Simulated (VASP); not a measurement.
# Ca3F (Pm-3m) in VASP: a series of runs

The runs below take Ca3F through single point, with PBE.

Everything below comes from runs of VASP 6.6.1. Logs are shortened: lines on timing, memory, paths and dates and some standing lists are left out, and cuts for length are marked.

## 1. The cell of the first run

It takes space group Pm-3m (No. 221, cubic). Conventional cell: a = 4.532 Å, b = 4.532 Å, c = 4.532 Å, α = 90.00°, β = 90.00°, γ = 90.00°. Within 4.2 Å of Ca (site symmetry 4/mmm) lie 8 Ca at 3.20 Å and 4 F at 3.20 Å. F (site symmetry m-3m) has 12 Ca at 3.20 Å within 4.2 Å.

## 2. Single point, PBE

Input file INCAR:

```
SYSTEM = Ca3F
ALGO = Normal ; EDIFF = 1E-6
ENCUT = 520 ; GGA = PE
ISIF = 2 ; ISMEAR = 0
LASPH = .TRUE. ; LCHARG = .FALSE.
LREAL = .FALSE. ; LWAVE = .FALSE.
NBANDS = 26 ; NELM = 60
PREC = Accurate ; SIGMA = 0.1
```

Input file KPOINTS:

```
k-points
0
G
  4 4 4
  0 0 0
```

Input file POSCAR:

```
Ca3F
1.0
    4.5322132360      0.0000000000      0.0000000000
    0.0000000000      4.5322132360      0.0000000000
    0.0000000000      0.0000000000      4.5322132360
Ca F
3 1
Direct
    0.0000000000      0.5000000000      0.5000000000
    0.5000000000      0.0000000000      0.5000000000
    0.5000000000      0.5000000000      0.0000000000
    0.0000000000      0.0000000000      0.0000000000
```

Potentials or basis: VASP PAW PBE potentials, release 64 (Ca_sv, F).

Launch:

```bash
cat potpaw_PBE.64/Ca_sv/POTCAR potpaw_PBE.64/F/POTCAR > POTCAR
mpirun -np 1 vasp_std > vasp.out
```

OUTCAR:

```text
SYSTEM = Ca3F
   EDIFF = 1E-6
   ENCUT = 520
   GGA = PE
   ISIF = 2
   ISMEAR = 0
   LASPH = .TRUE.
   LREAL = .FALSE.
   NELM = 60
   PREC = Accurate

 ion  position               nearest neighbor table
   1  0.000  0.500  0.500-
   2  0.500  0.000  0.500-
   3  0.500  0.500  0.000-
   4  0.000  0.000  0.000-

  LATTYP: Found a simple cubic cell.
 ALAT       =     4.5322132360

  Lattice vectors:

 A1 = (   4.5322132360,   0.0000000000,   0.0000000000)
 A2 = (   0.0000000000,   4.5322132360,   0.0000000000)
 A3 = (   0.0000000000,   0.0000000000,   4.5322132360)

Analysis of symmetry for initial positions (statically):
=====================================================================
 Subroutine PRICEL returns:
 Original cell was already a primitive cell.

 Routine SETGRP: Setting up the symmetry group for a
 simple cubic supercell.

 Subroutine GETGRP returns: Found 48 space group operations
 (whereof 48 operations were pure point group operations)
 out of a pool of 48 trial point group operations.

The static configuration has the point symmetry O_h .

Analysis of symmetry for dynamics (positions and initial velocities):
=====================================================================
 Subroutine PRICEL returns:
 Original cell was already a primitive cell.

 Routine SETGRP: Setting up the symmetry group for a
 simple cubic supercell.

 Subroutine GETGRP returns: Found 48 space group operations
 (whereof 48 operations were pure point group operations)
 out of a pool of 48 trial point group operations.

The dynamic configuration has the point symmetry O_h .

 Subroutine INISYM returns: Found 48 space group operations
 (whereof 48 operations are pure point group operations),
 and found     1 'primitive' translations

----------------------------------------------------------------------------------------

                                     Primitive cell

  volume of cell :      93.0960

  direct lattice vectors                    reciprocal lattice vectors
     4.532213236  0.000000000  0.000000000     0.220642752  0.000000000  0.000000000
     0.000000000  4.532213236  0.000000000     0.000000000  0.220642752  0.000000000
     0.000000000  0.000000000  4.532213236     0.000000000  0.000000000  0.220642752

  length of vectors
     4.532213236  4.532213236  4.532213236     0.220642752  0.220642752  0.220642752

  position of ions in fractional coordinates (direct lattice)
     0.000000000  0.500000000  0.500000000
     0.500000000  0.000000000  0.500000000
     0.500000000  0.500000000  0.000000000
     0.000000000  0.000000000  0.000000000

  ion indices of the primitive-cell ions
   primitive index   ion index
                 1           1
                 2           2
                 3           3
                 4           4

----------------------------------------------------------------------------------------

 KPOINTS: k-points

Automatic generation of k-mesh.
 Grid dimensions read from file:
 generate k-points for:    4    4    4

 Generating k-lattice:

  Cartesian coordinates                     Fractional coordinates (reciprocal lattice)
     0.055160688  0.000000000  0.000000000     0.250000000  0.000000000  0.000000000
     0.000000000  0.055160688  0.000000000     0.000000000  0.250000000  0.000000000
     0.000000000  0.000000000  0.055160688     0.000000000  0.000000000  0.250000000

  Length of vectors
     0.055160688  0.055160688  0.055160688

  Shift w.r.t. Gamma in fractional coordinates (k-lattice)
     0.000000000  0.000000000  0.000000000

 Subroutine IBZKPT returns following result:
 ===========================================

 Found     10 irreducible k-points:

 Following reciprocal coordinates:
            Coordinates               Weight
  0.000000  0.000000  0.000000      1.000000
  0.250000  0.000000  0.000000      6.000000
  0.500000  0.000000  0.000000      3.000000
  0.250000  0.250000  0.000000     12.000000
  0.500000  0.250000  0.000000     12.000000
  0.500000  0.500000  0.000000      3.000000
  0.250000  0.250000  0.250000      8.000000
  0.500000  0.250000  0.250000     12.000000
  0.500000  0.500000  0.250000      6.000000
  0.500000  0.500000  0.500000      1.000000
   k-points           NKPTS =     10   k-points in BZ     NKDIM =     10   number of bands    NBANDS=     26
   number of dos      NEDOS =    301   number of ions     NIONS =      4
   total plane-waves  NPLWV =  46656
   dimension x,y,z NGX =    36 NGY =   36 NGZ =   36
   dimension x,y,z NGXF=    72 NGYF=   72 NGZF=   72
   ions per type =               3   1
   NGX,Y,Z   is equivalent  to a cutoff of  13.21, 13.21, 13.21 a.u.
   NGXF,Y,Z  is equivalent  to a cutoff of  26.41, 26.41, 26.41 a.u.
 SYSTEM =  Ca3F
   PREC   = accura    normal or accurate (medium, high low for compatibility)
   ISTART =      0    job   : 0-new  1-cont  2-samecut
   ICHARG =      2    charge: 1-file 2-atom 10-const
   ISPIN  =      1    spin polarized calculation?
   LNONCOLLINEAR =      F non collinear calculations
   LSORBIT =      F    spin-orbit coupling
   LASPH  =      T    aspherical Exc in radial PAW
   ENCUT  =  520.0 eV  38.22 Ry    6.18 a.u.   8.43  8.43  8.43*2*pi/ulx,y,z
   NELM   =     60;   NELMIN=  2; NELMDL= -5     # of ELM steps
   EDIFF  = 0.1E-05   stopping-criterion for ELM
   LREAL  =      F    real-space projection
   EDIFFG = 0.1E-04   stopping-criterion for IOM
   NSW    =      0    number of steps for IOM
   IBRION =     -1    ionic relax: 0-MD 1-quasi-New 2-CG
   NFREE  =      0    steps in history (QN), initial steepest desc. (CG)
   ISIF   =      2    stress and relaxation
   ISYM   =      2    0-nonsym 1-usesym 2-fastsym
   POTIM  = 0.5000    time-step for ionic-motion
   TEBEG  =    0.0;   TEEND  =   0.0 temperature during run
   PSTRESS=    0.0 pullay stress
   NELECT =      37.0000    total number of electrons
   NUPDOWN=      -1.0000    fix difference up-down
   EMIN   =  10.00;   EMAX   =-10.00  energy-range for DOS
   EFERMI =   0.00;   METHOD = LEGACY
   ISMEAR =     0;   SIGMA  =   0.10  broadening in eV -4-tet -1-fermi 0-gaus
   EFERMI_NEDOS =   21; number of points for ismear=-14 and -15
   IALGO  =     38    algorithm
   IMIX   =      4    mixing-type and parameters
     AMIX     =   0.40;   BMIX     =  1.00
     AMIX_MAG =   1.60;   BMIX_MAG =  1.00
  volume/ion in A,a.u.               =      23.27       157.06
  Fermi-wavevector in a.u.,A,eV,Ry     =   1.203645  2.274559 19.711593  1.448761
  Thomas-Fermi vector in A             =   2.339393
   LORBIT       =      0    0 simple, 1 ext, 2 COOP (PROOUT), +10 PAW based schemes
   GGA     = PE    functional components
   LHFCALC =     F    Hartree Fock is set to
   AEXX    =    0.0000 exact exchange contribution
   IVDW    =     0    specifies the selected vdW correction
   LEPSILON=     F    determine dielectric tensor
   LRPA    =     F    only Hartree local field effects (RPA)
 non-spin polarized calculation
 Gauss-broadening in eV      SIGMA  =   0.10
  energy-cutoff  :      520.00
  volume of cell :       93.10
 maximum number of plane-waves:      2522
 NGX is ok and might be reduce to    36
   NGX = 17   NGY = 17   NGZ = 17

 number of electron      37.0000003 magnetization

 Free energy of the ion-electron system (eV)
  ---------------------------------------------------
  ext. energy  EPLUGINS =         0.00000000
  ---------------------------------------------------
  free energy    TOTEN  =        -8.21223685 eV

  energy without entropy =       -8.18309663  energy(sigma->0) =       -8.19766674

 E-fermi :   4.2387     XC(G=0):  -9.1539

 val. band max:        4.2243744422   @ k =   0.2500   0.2500   0.0000
 cond. band min:       4.2398645994   @ k =   0.5000   0.0000   0.0000
 fundamental gap:      0.0154901572
 Fermi energy:         4.2387288533

 k-point     1 :       0.0000    0.0000    0.0000
  band No.  band energies     occupation
      1     -37.7574      2.00000
      2     -37.5921      2.00000
      3     -37.5921      2.00000
      4     -19.4429      2.00000
      5     -19.0459      2.00000
      6     -19.0459      2.00000
[... 18 lines left out ...]
     25       7.7203      0.00000
     26       7.7203      0.00000

 k-point     2 :       0.2500    0.0000    0.0000
  band No.  band energies     occupation
      1     -37.7363      2.00000
      2     -37.6131      2.00000
      3     -37.5918      2.00000
      4     -19.4740      2.00000
      5     -18.9961      2.00000
      6     -18.9961      2.00000
[... 18 lines left out ...]
     25       6.9704      0.00000
     26       7.1119      0.00000

 k-point     3 :       0.5000    0.0000    0.0000
  band No.  band energies     occupation
      1     -37.7022      2.00000
      2     -37.6471      2.00000
      3     -37.5915      2.00000
      4     -19.4982      2.00000
      5     -18.9260      2.00000
      6     -18.9260      2.00000
[... 18 lines left out ...]
     25       5.7457      0.00000
     26       6.8952      0.00000

 k-point     4 :       0.2500    0.2500    0.0000
  band No.  band energies     occupation
      1     -37.7176      2.00000
      2     -37.6193      2.00000
      3     -37.6037      2.00000
      4     -19.4923      2.00000
      5     -18.9902      2.00000
      6     -18.9439      2.00000
[... 18 lines left out ...]
     25       6.4614      0.00000
     26       6.9267      0.00000
[... 90 lines left out ...]
      1     -37.6740      2.00000
      2     -37.6464      2.00000
      3     -37.6187      2.00000
      4     -19.4928      2.00000
      5     -19.0794      2.00000
      6     -18.9302      2.00000
[... 18 lines left out ...]
     25       6.1909      0.00000
     26       6.2621      0.00000

 k-point     9 :       0.5000    0.5000    0.2500
  band No.  band energies     occupation
      1     -37.6461      2.00000
      2     -37.6460      2.00000
      3     -37.6460      2.00000
      4     -19.4796      2.00000
      5     -19.1370      2.00000
      6     -18.9776      2.00000
[... 18 lines left out ...]
     25       6.4177      0.00000
     26       6.5121      0.00000

 k-point    10 :       0.5000    0.5000    0.5000
  band No.  band energies     occupation
      1     -37.6456      2.00000
      2     -37.6456      2.00000
      3     -37.6456      2.00000
      4     -19.4354      2.00000
      5     -19.2394      2.00000
      6     -19.0246      2.00000
[... 18 lines left out ...]
     25       6.8257      0.00000
     26       6.8257      0.00000

------------------------ aborting loop because EDIFF is reached ----------------------------------------

  FORCE on cell =-STRESS in cart. coord.  units (eV):
  Direction    XX          YY          ZZ          XY          YZ          ZX
  --------------------------------------------------------------------------------------
  -------------------------------------------------------------------------------------
  Total        6.7588120      6.7588120      6.7588120     -0.0000000      0.0000000     -0.0000000
  in kB      116.3188078    116.3188078    116.3188078     -0.0000000      0.0000000     -0.0000000
  external PRESSURE =     116.3188078 kB  Pullay stress =       0.0000000 kB

 VOLUME and BASIS-vectors are now :
 -----------------------------------------------------------------------------
  energy-cutoff  :      520.00
  volume of cell :       93.10
      direct lattice vectors                 reciprocal lattice vectors
     4.532213236  0.000000000  0.000000000     0.220642752  0.000000000  0.000000000
     0.000000000  4.532213236  0.000000000     0.000000000  0.220642752  0.000000000
     0.000000000  0.000000000  4.532213236     0.000000000  0.000000000  0.220642752

 POSITION                                       TOTAL-FORCE (eV/Angst)
 -----------------------------------------------------------------------------------
      0.00000      2.26611      2.26611         0.000000      0.000000      0.000000
      2.26611      0.00000      2.26611         0.000000      0.000000      0.000000
      2.26611      2.26611      0.00000         0.000000      0.000000      0.000000
      0.00000      0.00000      0.00000         0.000000      0.000000      0.000000
 -----------------------------------------------------------------------------------
    total drift:                                0.000000      0.000000      0.000000

  FREE ENERGIE OF THE ION-ELECTRON SYSTEM (eV)
  ---------------------------------------------------
  free  energy   TOTEN  =        -8.2122368483 eV

  energy  without entropy=       -8.1830966270  energy(sigma->0) =       -8.19766674
```

Wall time 12 s (1 thread of Intel Xeon 6975P-C (Granite Rapids), shared host); peak memory 0.2 GiB.

What came out:

```yaml
Free_energy: -8.2122 eV
Pressure: 11.6 GPa
Band_gap_on_the_k_mesh: zero (an odd number of electrons rules out a gap without spin polarisation)
```

Caveat: the cell stands under pressure; an odd number of electrons without spin polarisation forces a metal; a magnetic or distorted state may lie lower.

(Part 1 of 2 ends here.)
